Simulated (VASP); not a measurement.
Set up this calculation in VASP 6.6.1, as the native input.

| Quantity | Value |
| --- | --- |
| Task | relaxation of the atoms |
| Functional | LDA |
| Potentials or basis | VASP PAW LDA potentials, release 64 (C) |
| Cutoff | 520 eV |
| k mesh | 12 × 12 × 12 |
| Occupations | gaussian, width 0.01 eV |
| Spin | no spin polarisation |
| Dipole correction | no |
| Further INCAR settings | ALGO = Normal; EDIFF = 1e-07; IBRION = 2; EDIFFG = -0.002; NSW = 50 |

The structure of C lies in POSCAR:

```
C
1.0
    1.2224302368      0.7057704263      3.3195757340
   -1.2224302368      0.7057704263      3.3195757340
    0.0000000000     -1.4115408525      3.3195757340
C
2
Direct
    0.8333828132      0.8333828132      0.8333828132
    0.1666171868      0.1666171868      0.1666171868
```

This cell differs from its parent crystal: z stretched by -0.5 %, x and y held.

One way to write it, as run:

INCAR

```
  ALGO = Normal
  EDIFF = 1E-7
  EDIFFG = -0.002
  ENCUT = 520
  IBRION = 2
  ISIF = 2
  ISMEAR = 0
  LASPH = T
  LCHARG = F
  LREAL = F
  LWAVE = F
  NELM = 80
  NSW = 50
  PREC = Accurate
  SIGMA = 0.01
```

KPOINTS

```
k-points
0
Gamma
  12 12 12
```

Potentials or basis: VASP PAW LDA potentials, release 64 (C).

Launch:

```sh
$ cat potpaw_LDA.64/C/POTCAR > POTCAR
$ mpirun -np 1 vasp_std > vasp.out
```

Results of the run:

| Item | Value |
| --- | --- |
| Energy gained by relaxing | 0.0 meV/atom |
| Ionic steps | 3 |
| Pressure after relaxing | 0.8 GPa |

Caveat: the cell differs from its parent crystal (z stretched by -0.5 %, x and y held).

Wall time 30 s on 1 thread of Intel(R) Xeon(R) Platinum 8488C (Sapphire Rapids), on a shared host, peak memory 0.14 GiB.
